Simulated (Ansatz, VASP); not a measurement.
# K: VASP beside Ansatz

```
CELL_PARAMETERS angstrom
-2.66518 2.66518 2.49226
2.66518 -2.66518 2.49226
2.66518 2.66518 -2.49226
ATOMIC_POSITIONS crystal
K 0.00000 0.00000 0.00000
```

Alike in both runs: functional PBEsol; k mesh 12 × 12 × 12; occupations gaussian, width 0.1 eV; no spin polarisation.

Ansatz relaxed the structure, and its values are those at the end. VASP's run is a single point on that final structure, the one shown.

|  | VASP | Ansatz |
| --- | --- | --- |
| version | VASP 6.6.1 | Ansatz 0.2.0 |
| potentials or method | VASP PAW PBE potentials, release 64 (K_sv), cutoff 520 eV | scalar-relativistic, plane waves, PAW |
| valence electrons in the cell | 9 | 9 |

```csv
,VASP,Ansatz,Ansatz less VASP
gap on the k mesh at the Fermi level (eV),none,none,-
pressure (GPa),0.0,0.0,+0.01
```

VASP's potentials were made for PBE, not for PBEsol. A gap of «none» marks a metal or a gap that the smearing closes.
